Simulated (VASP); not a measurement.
# AlCr2C (P6_3/mmc) in VASP: a series of runs

The runs below take AlCr2C through single point, with PBE.

All numbers are computed with VASP 6.6.1; they aren't measurements. Logs are shortened: lines on timing, memory, paths and dates and some standing lists are left out, and cuts for length are marked.

**1. The cell of the first run**

Symmetry: P6_3/mmc, No. 194, hexagonal system. The conventional cell has a = 2.782 Å, b = 2.782 Å, c = 12.450 Å, α = 90.00°, β = 90.00°, γ = 120.00°. Within 3.4 Å of Al (site symmetry -6m2) lie 6 Cr at 2.59 Å and 6 Al at 2.78 Å. Cr (site symmetry 3m) has 3 C at 1.93 Å and 3 Al at 2.59 Å within 2.6 Å. Within 2.6 Å of C (site symmetry -3m) lie 6 Cr at 1.93 Å.

**2. Single point, PBE (volume scaled by 0.94, then relaxed in part)**

Input file INCAR:

```
  PREC = Accurate
  ENCUT = 520
  EDIFF = 1E-7
  ISMEAR = 0
  SIGMA = 0.1
  LREAL = False
  LASPH = True
  NELM = 100
  ALGO = Normal
  ISIF = 2
  LWAVE = False
  LCHARG = True
  GGA = PE
  LELF = True
  LVHAR = True
  NBANDS = 41
```

Input file KPOINTS:

```
regular mesh
0
Gamma
  12 12 4
```

Input file POSCAR:

```
AlCr2C
1.0
    2.7816839144      0.0000000000      0.0000000000
   -1.3908419572      2.4090089352      0.0000000000
    0.0000000000      0.0000000000     12.4501245068
Al Cr C
2 4 2
Direct
    0.6666666667      0.3333333333      0.2500000000
    0.3333333333      0.6666666667      0.7500000000
    0.3333333333      0.6666666667      0.4134905509
    0.6666666667      0.3333333333      0.9134905509
    0.6666666667      0.3333333333      0.5865094491
    0.3333333333      0.6666666667      0.0865094491
    0.0000000000      0.0000000000      0.5000000000
    0.0000000000      0.0000000000      0.0000000000
```

Potentials or basis: VASP PAW PBE potentials, release 64 (Al, Cr_pv, C).

Command:

```bash
$ cat potpaw_PBE.64/Al/POTCAR potpaw_PBE.64/Cr_pv/POTCAR potpaw_PBE.64/C/POTCAR > POTCAR
$ mpirun -np 1 vasp_std > vasp.out
```

OUTCAR:

```text
PREC = Accurate
   ENCUT = 520
   EDIFF = 1E-7
   ISMEAR = 0
   LREAL = False
   LASPH = True
   NELM = 100
   ISIF = 2
   GGA = PE

 ion  position               nearest neighbor table
   1  0.667  0.333  0.250-   3 2.59   6 2.59   3 2.59   6 2.59   3 2.59   6 2.59
   2  0.333  0.667  0.750-   4 2.59   5 2.59   4 2.59   5 2.59   4 2.59   5 2.59
   3  0.333  0.667  0.413-   7 1.93   7 1.93   7 1.93   1 2.59   1 2.59   1 2.59   5 2.69   5 2.69
                             5 2.69
   4  0.667  0.333  0.913-   8 1.93   8 1.93   8 1.93   2 2.59   2 2.59   2 2.59   6 2.69   6 2.69
                             6 2.69
   5  0.667  0.333  0.587-   7 1.93   7 1.93   7 1.93   2 2.59   2 2.59   2 2.59   3 2.69   3 2.69
                             3 2.69
   6  0.333  0.667  0.087-   8 1.93   8 1.93   8 1.93   1 2.59   1 2.59   1 2.59   4 2.69   4 2.69
                             4 2.69
   7  0.000  0.000  0.500-   3 1.93   5 1.93   5 1.93   3 1.93   5 1.93   3 1.93
   8  0.000  0.000  0.000-   4 1.93   6 1.93   4 1.93   6 1.93   4 1.93   6 1.93

  LATTYP: Found a hexagonal cell.
 ALAT       =     2.7816839144
 C/A-ratio  =     4.4757509803

  Lattice vectors:

 A1 = (   2.7816839144,   0.0000000000,   0.0000000000)
 A2 = (  -1.3908419572,   2.4090089352,   0.0000000000)
 A3 = (   0.0000000000,   0.0000000000,  12.4501245068)

Analysis of symmetry for initial positions (statically):
=====================================================================
 Subroutine PRICEL returns:
 Original cell was already a primitive cell.

 Routine SETGRP: Setting up the symmetry group for a
 hexagonal supercell.

 Subroutine GETGRP returns: Found 24 space group operations
 (whereof 12 operations were pure point group operations)
 out of a pool of 24 trial point group operations.

The static configuration has the point symmetry D_3d.
 The point group associated with its full space group is D_6h.

Analysis of symmetry for dynamics (positions and initial velocities):
=====================================================================
 Subroutine PRICEL returns:
 Original cell was already a primitive cell.

 Routine SETGRP: Setting up the symmetry group for a
 hexagonal supercell.

 Subroutine GETGRP returns: Found 24 space group operations
 (whereof 12 operations were pure point group operations)
 out of a pool of 24 trial point group operations.

The dynamic configuration has the point symmetry D_3d.
 The point group associated with its full space group is D_6h.

 Subroutine INISYM returns: Found 24 space group operations
 (whereof 12 operations are pure point group operations),
 and found     1 'primitive' translations

----------------------------------------------------------------------------------------

                                     Primitive cell

  volume of cell :      83.4295

  direct lattice vectors                    reciprocal lattice vectors
     2.781683914  0.000000000  0.000000000     0.359494476  0.207554232  0.000000000
    -1.390841957  2.409008935  0.000000000     0.000000000  0.415108464  0.000000000
     0.000000000  0.000000000 12.450124507     0.000000000  0.000000000  0.080320482

  length of vectors
     2.781683914  2.781683914 12.450124507     0.415108464  0.415108464  0.080320482

  position of ions in fractional coordinates (direct lattice)
     0.666666667  0.333333333  0.250000000
     0.333333333  0.666666667  0.750000000
     0.333333333  0.666666667  0.413490551
     0.666666667  0.333333333  0.913490551
     0.666666667  0.333333333  0.586509449
     0.333333333  0.666666667  0.086509449
     0.000000000  0.000000000  0.500000000
     0.000000000  0.000000000  0.000000000

  ion indices of the primitive-cell ions
   primitive index   ion index
                 1           1
                 2           2
                 3           3
                 4           4
                 5           5
                 6           6
                 7           7
                 8           8

----------------------------------------------------------------------------------------

 KPOINTS: regular mesh

Automatic generation of k-mesh.
 Grid dimensions read from file:
 generate k-points for:   12   12    4

 Generating k-lattice:

  Cartesian coordinates                     Fractional coordinates (reciprocal lattice)
     0.029957873  0.017296186  0.000000000     0.083333333  0.000000000  0.000000000
     0.000000000  0.034592372  0.000000000     0.000000000  0.083333333  0.000000000
     0.000000000  0.000000000  0.020080120     0.000000000  0.000000000  0.250000000

  Length of vectors
     0.034592372  0.034592372  0.020080120

  Shift w.r.t. Gamma in fractional coordinates (k-lattice)
     0.000000000  0.000000000  0.000000000

 Subroutine IBZKPT returns following result:
 ===========================================

 Found     57 irreducible k-points:

 Following reciprocal coordinates:
            Coordinates               Weight
  0.000000  0.000000  0.000000      1.000000
  0.083333  0.000000  0.000000      6.000000
  0.166667 -0.000000  0.000000      6.000000
  0.250000  0.000000  0.000000      6.000000
  0.333333  0.000000  0.000000      6.000000
  0.416667  0.000000  0.000000      6.000000
[... 16 lines left out ...]
  0.250000  0.000000  0.250000     12.000000
  0.333333  0.000000  0.250000     12.000000
 [... further k-points ...]
   k-points           NKPTS =     57   k-points in BZ     NKDIM =     57   number of bands    NBANDS=     41
   number of dos      NEDOS =    301   number of ions     NIONS =      8
   total plane-waves  NPLWV =  55296
   dimension x,y,z NGX =    24 NGY =   24 NGZ =   96
   dimension x,y,z NGXF=    48 NGYF=   48 NGZF=  192
   ions per type =               2   4   2
   NGX,Y,Z   is equivalent  to a cutoff of  14.34, 14.34, 12.82 a.u.
   NGXF,Y,Z  is equivalent  to a cutoff of  28.69, 28.69, 25.64 a.u.
 SYSTEM =  unknown system
   PREC   = accura    normal or accurate (medium, high low for compatibility)
   ISTART =      0    job   : 0-new  1-cont  2-samecut
   ICHARG =      2    charge: 1-file 2-atom 10-const
   ISPIN  =      1    spin polarized calculation?
   LNONCOLLINEAR =      F non collinear calculations
   LSORBIT =      F    spin-orbit coupling
   LASPH  =      T    aspherical Exc in radial PAW
   ENCUT  =  520.0 eV  38.22 Ry    6.18 a.u.   5.17  5.17 23.15*2*pi/ulx,y,z
   NELM   =    100;   NELMIN=  2; NELMDL= -5     # of ELM steps
   EDIFF  = 0.1E-06   stopping-criterion for ELM
   LREAL  =      F    real-space projection
   EDIFFG = 0.1E-05   stopping-criterion for IOM
   NSW    =      0    number of steps for IOM
   IBRION =     -1    ionic relax: 0-MD 1-quasi-New 2-CG
   NFREE  =      0    steps in history (QN), initial steepest desc. (CG)
   ISIF   =      2    stress and relaxation
   ISYM   =      2    0-nonsym 1-usesym 2-fastsym
   POTIM  = 0.5000    time-step for ionic-motion
   TEBEG  =    0.0;   TEEND  =   0.0 temperature during run
   PSTRESS=    0.0 pullay stress
   NELECT =      62.0000    total number of electrons
   NUPDOWN=      -1.0000    fix difference up-down
   EMIN   =  10.00;   EMAX   =-10.00  energy-range for DOS
   EFERMI =   0.00;   METHOD = LEGACY
   ISMEAR =     0;   SIGMA  =   0.10  broadening in eV -4-tet -1-fermi 0-gaus
   EFERMI_NEDOS =   21; number of points for ismear=-14 and -15
   IALGO  =     38    algorithm
   IMIX   =      4    mixing-type and parameters
     AMIX     =   0.40;   BMIX     =  1.00
     AMIX_MAG =   1.60;   BMIX_MAG =  1.00
  volume/ion in A,a.u.               =      10.43        70.38
  Fermi-wavevector in a.u.,A,eV,Ry     =   1.482855  2.802190 29.917303  2.198860
  Thomas-Fermi vector in A             =   2.596589
   LORBIT       =      0    0 simple, 1 ext, 2 COOP (PROOUT), +10 PAW based schemes
   GGA     = PE    functional components
   LHFCALC =     F    Hartree Fock is set to
   AEXX    =    0.0000 exact exchange contribution
   IVDW    =     0    specifies the selected vdW correction
   LEPSILON=     F    determine dielectric tensor
   LRPA    =     F    only Hartree local field effects (RPA)
 non-spin polarized calculation
 Gauss-broadening in eV      SIGMA  =   0.10
  energy-cutoff  :      520.00
  volume of cell :       83.43
 maximum number of plane-waves:      2263
 NGX is ok and might be reduce to    24
   NGX = 11   NGY = 11   NGZ = 47

 number of electron      61.9999984 magnetization

 Free energy of the ion-electron system (eV)
  ---------------------------------------------------
  ext. energy  EPLUGINS =         0.00000000
  ---------------------------------------------------
  free energy    TOTEN  =       -65.29227628 eV

  energy without entropy =      -65.26378870  energy(sigma->0) =      -65.27803249

 E-fermi :  10.7270     XC(G=0): -12.7826

 val. band max:       10.7108768694   @ k =   0.3333   0.0000   0.0000
 cond. band min:      10.7369035456   @ k =   0.1667   0.0833   0.2500
 fundamental gap:      0.0260266762
 Fermi energy:        10.7270079470

 k-point     1 :       0.0000    0.0000    0.0000
  band No.  band energies     occupation
      1     -32.6869      2.00000
      2     -32.6846      2.00000
      3     -32.4159      2.00000
      4     -32.4159      2.00000
      5     -32.4159      2.00000
      6     -32.4159      2.00000
[... 33 lines left out ...]
     40      14.1350      0.00000
     41      16.1946      0.00000

 k-point     2 :       0.0833    0.0000    0.0000
  band No.  band energies     occupation
      1     -32.6815      2.00000
      2     -32.6793      2.00000
      3     -32.4442      2.00000
      4     -32.4439      2.00000
      5     -32.4237      2.00000
      6     -32.4237      2.00000
[... 33 lines left out ...]
     40      14.3426      0.00000
     41      16.1337      0.00000

 k-point     3 :       0.1667   -0.0000    0.0000
  band No.  band energies     occupation
      1     -32.6695      2.00000
      2     -32.6677      2.00000
      3     -32.5121      2.00000
      4     -32.5117      2.00000
      5     -32.4454      2.00000
      6     -32.4450      2.00000
[... 33 lines left out ...]
     40      14.7461      0.00000
     41      15.5619      0.00000

 k-point     4 :       0.2500    0.0000    0.0000
  band No.  band energies     occupation
      1     -32.6687      2.00000
      2     -32.6677      2.00000
      3     -32.5970      2.00000
      4     -32.5965      2.00000
      5     -32.4970      2.00000
      6     -32.4961      2.00000
[... 825 lines left out ...]
     40      14.5665      0.00000
     41      15.6229      0.00000

 k-point    23 :       0.2500    0.0000    0.2500
  band No.  band energies     occupation
      1     -32.6685      2.00000
      2     -32.6678      2.00000
      3     -32.5969      2.00000
      4     -32.5965      2.00000
      5     -32.4969      2.00000
      6     -32.4963      2.00000
[... 33 lines left out ...]
     40      14.6057      0.00000
     41      14.9346      0.00000

 k-point    24 :       0.3333    0.0000    0.2500
  band No.  band energies     occupation
      1     -32.7108      2.00000
      2     -32.7105      2.00000
      3     -32.6687      2.00000
      4     -32.6683      2.00000
      5     -32.5116      2.00000
      6     -32.5106      2.00000
[... 33 lines left out ...]
     40      13.8449      0.00000
     41      14.3207      0.00000

 [... further k-points ...]

------------------------ aborting loop because EDIFF is reached ----------------------------------------

  FORCE on cell =-STRESS in cart. coord.  units (eV):
  Direction    XX          YY          ZZ          XY          YZ          ZX
  --------------------------------------------------------------------------------------
  -------------------------------------------------------------------------------------
  Total        7.0128553      7.0128553      6.9019510     -0.0000000      0.0000000      0.0000000
  in kB      134.6745633    134.6745633    132.5447623     -0.0000000      0.0000000      0.0000000
  external PRESSURE =     133.9646296 kB  Pullay stress =       0.0000000 kB

 VOLUME and BASIS-vectors are now :
 -----------------------------------------------------------------------------
  energy-cutoff  :      520.00
  volume of cell :       83.43
      direct lattice vectors                 reciprocal lattice vectors
     2.781683914  0.000000000  0.000000000     0.359494476  0.207554232  0.000000000
    -1.390841957  2.409008935  0.000000000     0.000000000  0.415108464  0.000000000
     0.000000000  0.000000000 12.450124507     0.000000000  0.000000000  0.080320482

 POSITION                                       TOTAL-FORCE (eV/Angst)
 -----------------------------------------------------------------------------------
      1.39084      0.80300      3.11253        -0.000000      0.000000     -0.000000
     -0.00000      1.60601      9.33759         0.000000     -0.000000     -0.000000
     -0.00000      1.60601      5.14801        -0.000000      0.000000     -0.052577
      1.39084      0.80300     11.37307        -0.000000      0.000000     -0.052577
      1.39084      0.80300      7.30212         0.000000     -0.000000      0.052577
     -0.00000      1.60601      1.07705         0.000000     -0.000000      0.052577
      0.00000      0.00000      6.22506         0.000000     -0.000000     -0.000000
      0.00000      0.00000      0.00000         0.000000     -0.000000     -0.000000
 -----------------------------------------------------------------------------------
    total drift:                               -0.000000      0.000000     -0.000000

  FREE ENERGIE OF THE ION-ELECTRON SYSTEM (eV)
  ---------------------------------------------------
  free  energy   TOTEN  =       -65.2922762788 eV

  energy  without entropy=      -65.2637887039  energy(sigma->0) =      -65.27803249
```

Run time: 2.1 min. Hardware: 1 thread of Intel Xeon 6975P-C (Granite Rapids), shared host; peak memory 0.32 GiB.

What came out:

```
Free energy            : -65.2923 eV
Pressure               : 13.4 GPa
Largest force          : 0.053 eV/Å
Band gap on the k mesh : zero (band 31 reaches 11.15 eV, above the bottom of band 32 at 10.28 eV)
```

Forces in eV/Å, atoms in the order of the input:
```
Al   0.000  0.000  0.000
Al   0.000  0.000  0.000
Cr   0.000  0.000 -0.053
Cr   0.000  0.000 -0.053
Cr   0.000  0.000  0.053
Cr   0.000  0.000  0.053
C    0.000  0.000  0.000
C    0.000  0.000  0.000
```

 Spin polarisation is off, so any magnetic state and its effect on volume and gap are missing.

[end of part 1 of 3]
